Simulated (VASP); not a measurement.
A run of VASP 6.6.1:

File INCAR:

```
PREC = Accurate
ENCUT = 520
EDIFF = 1E-6
ISMEAR = -1
SIGMA = 0.05
LREAL = False
LASPH = True
NELM = 150
ALGO = Fast
ISIF = 2
LWAVE = False
LCHARG = False
ISPIN = 2
MAGMOM = 3 3
LORBIT = 11
LMAXMIX = 4
GGA = CA
NBANDS = 19
```

File KPOINTS:

```
regular mesh
0
Gamma
  12 12 7
```

Contents of POSCAR:

```
Fe
1.0
    2.4341575853      0.0000000000      0.0000000000
   -1.2170787927      2.1080423057      0.0000000000
    0.0000000000      0.0000000000      3.8419344700
Fe
2
Direct
    0.6666666667      0.3333333333      0.7500000000
    0.3333333333      0.6666666667      0.2500000000
```

Potentials or basis: VASP PAW LDA potentials, release 64 (Fe).

The run is started by

```sh
$ cat potpaw_LDA.64/Fe/POTCAR > POTCAR
$ mpirun -np 1 vasp_std > vasp.out
```

Hardware: 1 thread of AMD EPYC 7R13 Processor (Zen 3), on a shared host.

Estimate the wall time of this run.

Wall time 40 s on 1 thread of AMD EPYC 7R13 Processor (Zen 3) (shared host), peak memory 0.12 GiB. Counts: scf iterations 14, k points 76.
